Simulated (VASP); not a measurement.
# SnO2 (I4/m) in VASP: single point with LDA

Aim: the single point of SnO2 with LDA.

Everything below comes from runs of VASP 6.6.1. Logs are shortened: lines on timing, memory, paths and dates and some standing lists are left out, and cuts for length are marked.

## 1. The cell of the first run

The structure is tetragonal, space group I4/m (No. 87). The conventional cell has a = 10.747 Å, b = 10.747 Å, c = 3.232 Å, α = 90.00°, β = 90.00°, γ = 90.00°. Sn (site symmetry m) has 6 O at 2.06 to 2.14 Å within 2.7 Å. O (site symmetry m) has 3 Sn at 2.11 to 2.14 Å and 3 O at 2.70 to 2.77 Å within 2.8 Å. Within 2.8 Å of O (site symmetry m) lie 3 Sn at 2.06 to 2.11 Å and 1 O at 2.70 Å.

## 2. Single point, LDA

INCAR reads:

```
SYSTEM = SnO2
ALGO = Normal
EDIFF = 1E-6
ENCUT = 600
GGA = CA
GGA_COMPAT = .FALSE.
ISIF = 2
ISMEAR = -1
KPAR = 4
LASPH = .TRUE.
LCHARG = .TRUE.
LREAL = .FALSE.
LVHAR = .TRUE.
LWAVE = .FALSE.
NBANDS = 64
NELM = 120
PREC = Accurate
SIGMA = 0.05
```

KPOINTS reads:

```
k-points
0
G
  9 9 9
  0 0 0
```

POSCAR reads:

```
SnO2
1.0
   -5.3733100000      5.3733100000      1.6162330000
    5.3733100000     -5.3733100000      1.6162330000
    5.3733100000      5.3733100000     -1.6162330000
Sn O
4 8
Direct
    0.3510765000      0.8310675000      0.1821440000
    0.8310675000      0.6489235000      0.4799910000
    0.1689325000      0.3510765000      0.5200090000
    0.6489235000      0.1689325000      0.8178560000
    0.2056015000      0.1549285000      0.3605300000
    0.8450715000      0.2056015000      0.0506730000
    0.7943985000      0.8450715000      0.6394700000
    0.1549285000      0.7943985000      0.9493270000
    0.1610445000      0.5429605000      0.7040050000
    0.5429605000      0.8389555000      0.3819160000
    0.4570395000      0.1610445000      0.6180840000
    0.8389555000      0.4570395000      0.2959950000
```

Potentials or basis: VASP PAW LDA potentials, release 64 (Sn_d, O).

On the command line:

```console
$ cat potpaw_LDA.64/Sn_d/POTCAR potpaw_LDA.64/O/POTCAR > POTCAR
$ mpirun -np 4 vasp_std > vasp.out
```

OUTCAR:

```text
SYSTEM = SnO2
   EDIFF = 1E-6
   ENCUT = 600
   GGA = CA
   ISIF = 2
   ISMEAR = -1
   LASPH = .TRUE.
   LREAL = .FALSE.
   NELM = 120
   PREC = Accurate

 ion  position               nearest neighbor table
   1  0.351  0.831  0.182-  10 2.06   6 2.11   6 2.11  12 2.11  12 2.11   8 2.14   4 3.22   4 3.22

   2  0.831  0.649  0.480-  12 2.06   5 2.11   5 2.11  11 2.11  11 2.11   7 2.14   3 3.22   3 3.22

   3  0.169  0.351  0.520-   9 2.06   7 2.11   7 2.11  10 2.11  10 2.11   5 2.14   2 3.22   2 3.22

   4  0.649  0.169  0.818-  11 2.06   8 2.11   8 2.11   9 2.11   9 2.11   6 2.14   1 3.22   1 3.22

   5  0.206  0.155  0.361-   2 2.11   2 2.11   3 2.14
   6  0.845  0.206  0.051-   1 2.11   1 2.11   4 2.14
   7  0.794  0.845  0.639-   3 2.11   3 2.11   2 2.14
   8  0.155  0.794  0.949-   4 2.11   4 2.11   1 2.14
   9  0.161  0.543  0.704-   3 2.06   4 2.11   4 2.11
  10  0.543  0.839  0.382-   1 2.06   3 2.11   3 2.11
  11  0.457  0.161  0.618-   4 2.06   2 2.11   2 2.11
  12  0.839  0.457  0.296-   2 2.06   1 2.11   1 2.11

  LATTYP: Found a body centered tetragonal cell.
 ALAT       =    10.7466200000
 C/A-ratio  =     0.3007890853

  Lattice vectors:

 A1 = (  -5.3733100000,   5.3733100000,   1.6162330000)
 A2 = (   5.3733100000,  -5.3733100000,   1.6162330000)
 A3 = (   5.3733100000,   5.3733100000,  -1.6162330000)

Analysis of symmetry for initial positions (statically):
=====================================================================
 Subroutine PRICEL returns:
 Original cell was already a primitive cell.

 Routine SETGRP: Setting up the symmetry group for a
 body centered tetragonal supercell.

 Subroutine GETGRP returns: Found  8 space group operations
 (whereof  8 operations were pure point group operations)
 out of a pool of 16 trial point group operations.

The static configuration has the point symmetry C_4h.

Analysis of symmetry for dynamics (positions and initial velocities):
=====================================================================
 Subroutine PRICEL returns:
 Original cell was already a primitive cell.

 Routine SETGRP: Setting up the symmetry group for a
 body centered tetragonal supercell.

 Subroutine GETGRP returns: Found  8 space group operations
 (whereof  8 operations were pure point group operations)
 out of a pool of 16 trial point group operations.

The dynamic configuration has the point symmetry C_4h.
[... 128 lines left out ...]
   TEBEG  =    0.0;   TEEND  =   0.0 temperature during run
   PSTRESS=    0.0 pullay stress
   NELECT =     104.0000    total number of electrons
   NUPDOWN=      -1.0000    fix difference up-down
   EMIN   =  10.00;   EMAX   =-10.00  energy-range for DOS
   EFERMI =   0.00;   METHOD = LEGACY
   ISMEAR =    -1;   SIGMA  =   0.05  broadening in eV -4-tet -1-fermi 0-gaus
   EFERMI_NEDOS =   21; number of points for ismear=-14 and -15
   IALGO  =     38    algorithm
   IMIX   =      4    mixing-type and parameters
     AMIX     =   0.40;   BMIX     =  1.00
     AMIX_MAG =   1.60;   BMIX_MAG =  1.00
  volume/ion in A,a.u.               =      15.55       104.97
  Fermi-wavevector in a.u.,A,eV,Ry     =   1.347111  2.545671 24.690599  1.814708
  Thomas-Fermi vector in A             =   2.474888
   LORBIT       =      0    0 simple, 1 ext, 2 COOP (PROOUT), +10 PAW based schemes
   GGA     = CA    functional components
   LHFCALC =     F    Hartree Fock is set to
   AEXX    =    0.0000 exact exchange contribution
   IVDW    =     0    specifies the selected vdW correction
   LEPSILON=     F    determine dielectric tensor
   LRPA    =     F    only Hartree local field effects (RPA)
 non-spin polarized calculation
  energy-cutoff  :      600.00
  volume of cell :      186.66
 maximum number of plane-waves:      6267
 NGX is ok and might be reduce to    64
   NGX = 31   NGY = 31   NGZ = 31

 number of electron     103.9999998 magnetization

 Free energy of the ion-electron system (eV)
  ---------------------------------------------------
  ext. energy  EPLUGINS =         0.00000000
  ---------------------------------------------------
  free energy    TOTEN  =       -82.98411559 eV

  energy without entropy =      -82.98411558  energy(sigma->0) =      -82.98411559

 E-fermi :   3.1312     XC(G=0):  -9.9168

 val. band max:        2.1894983767   @ k =  -0.4444   0.4444   0.4444
 cond. band min:       3.8384863286   @ k =   0.0000   0.0000   0.0000
 fundamental gap:      1.6489879519
 Fermi energy:         3.1311871711

 k-point     1 :       0.0000    0.0000    0.0000
  band No.  band energies     occupation
      1     -18.1449      2.00000
      2     -18.1449      2.00000
      3     -17.9757      2.00000
      4     -17.6034      2.00000
      5     -17.4980      2.00000
      6     -17.4616      2.00000
[... 1597 lines left out ...]
     63      11.8521      0.00000
     64      12.4293      0.00000

 [... further k-points ...]

------------------------ aborting loop because EDIFF is reached ----------------------------------------

  FORCE on cell =-STRESS in cart. coord.  units (eV):
  Direction    XX          YY          ZZ          XY          YZ          ZX
  --------------------------------------------------------------------------------------
  -------------------------------------------------------------------------------------
  Total       -8.4066951     -8.4066951    -10.6092862     -0.0000001      0.0000000     -0.0000000
  in kB      -72.1586039    -72.1586039    -91.0644760     -0.0000007      0.0000000     -0.0000000
  external PRESSURE =     -78.4605612 kB  Pullay stress =       0.0000000 kB

 VOLUME and BASIS-vectors are now :
 -----------------------------------------------------------------------------
  energy-cutoff  :      600.00
  volume of cell :      186.66
      direct lattice vectors                 reciprocal lattice vectors
    -5.373310000  5.373310000  1.616233000     0.000000000  0.093052513  0.309361336
     5.373310000 -5.373310000  1.616233000     0.093052513  0.000000000  0.309361336
     5.373310000  5.373310000 -1.616233000     0.093052513  0.093052513  0.000000000

 POSITION                                       TOTAL-FORCE (eV/Angst)
 -----------------------------------------------------------------------------------
      3.55786     -1.60042      1.61623         0.097600      0.004116      0.000000
      1.60042      3.55786      1.61623        -0.004116      0.097600      0.000000
      3.77289      1.81545     -0.00000         0.004116     -0.097600      0.000000
      1.81545      6.97373      0.00000        -0.097600     -0.004116      0.000000
      1.66496      2.20952      0.00000         0.496509      0.636180     -0.000000
     -3.16379      3.70835      1.61623         0.636180     -0.496509     -0.000000
      3.70835      3.16379      1.61623        -0.496509     -0.636180     -0.000000
      8.53710      1.66496      0.00000        -0.636180      0.496509      0.000000
      5.83499      1.73068      0.00000         0.156679     -0.112144      0.000000
      3.64263      0.46168      1.61623         0.112144      0.156679     -0.000000
      1.73068      4.91163      0.00000        -0.112144     -0.156679      0.000000
     -0.46168      3.64263      1.61623        -0.156679      0.112144      0.000000
 -----------------------------------------------------------------------------------
    total drift:                                0.000000      0.000000     -0.000000

  FREE ENERGIE OF THE ION-ELECTRON SYSTEM (eV)
  ---------------------------------------------------
  free  energy   TOTEN  =       -82.9841155902 eV

  energy  without entropy=      -82.9841155840  energy(sigma->0) =      -82.98411559
```

OSZICAR:

```text
N       E                     dE             d eps       ncg     rms          rms(c)
DAV:   1     0.165006534066E+04    0.16501E+04   -0.53240E+04 15704   0.258E+03
DAV:   2     0.267254893524E+03   -0.13828E+04   -0.13132E+04 14376   0.810E+02
DAV:   3    -0.641783993640E+02   -0.33143E+03   -0.32384E+03 14832   0.285E+02
DAV:   4    -0.938012816248E+02   -0.29623E+02   -0.29296E+02 16688   0.940E+01
DAV:   5    -0.947193091271E+02   -0.91803E+00   -0.91499E+00 15872   0.173E+01    0.210E+01
DAV:   6    -0.830758752334E+02    0.11643E+02   -0.42770E+01 21688   0.713E+01    0.809E+00
DAV:   7    -0.831765687786E+02   -0.10069E+00   -0.47652E+00 15064   0.923E+00    0.454E+00
DAV:   8    -0.830265243195E+02    0.15004E+00   -0.79861E-01 19880   0.519E+00    0.122E+00
DAV:   9    -0.829832022574E+02    0.43322E-01   -0.18373E-01 20192   0.399E+00    0.222E-01
DAV:  10    -0.829839521653E+02   -0.74991E-03   -0.14943E-02 16448   0.824E-01    0.107E-01
DAV:  11    -0.829841127166E+02   -0.16055E-03   -0.11136E-03 18728   0.197E-01    0.384E-02
DAV:  12    -0.829841077549E+02    0.49617E-05   -0.11171E-04 18968   0.953E-02    0.178E-02
DAV:  13    -0.829841147985E+02   -0.70436E-05   -0.64555E-05 20888   0.607E-02    0.127E-02
DAV:  14    -0.829841146326E+02    0.16586E-06   -0.10144E-05 16768   0.206E-02    0.459E-03
DAV:  15    -0.829841155902E+02   -0.95755E-06   -0.54040E-06 13808   0.145E-02
   1 F= -.82984116E+02 E0= -.82984116E+02  d E =-.616510E-08
```

Wall time 14 min (4 MPI ranks of Intel Xeon Platinum 8259CL at 2.50GHz (Skylake/Cascade Lake), shared host); peak memory 1.2 GiB.

What came out:

```
Free energy            : -82.9841 eV
Pressure               : -7.8 GPa
Largest force          : 0.807 eV/Å
Band gap on the k mesh : 1.65 eV (least direct gap 1.75 eV)
```

Forces in eV/Å, atoms in the order of the input:
```
Sn   0.098  0.004  0.000
Sn  -0.004  0.098  0.000
Sn   0.004 -0.098  0.000
Sn  -0.098 -0.004  0.000
O    0.497  0.636  0.000
O    0.636 -0.497  0.000
O   -0.497 -0.636  0.000
O   -0.636  0.497  0.000
O    0.157 -0.112  0.000
O    0.112  0.157  0.000
O   -0.112 -0.157  0.000
O   -0.157  0.112  0.000
```

Caveat: the cell stands under tension; spin-orbit coupling is left out, which moves the levels of the heavy elements. A k mesh can miss the band edges.
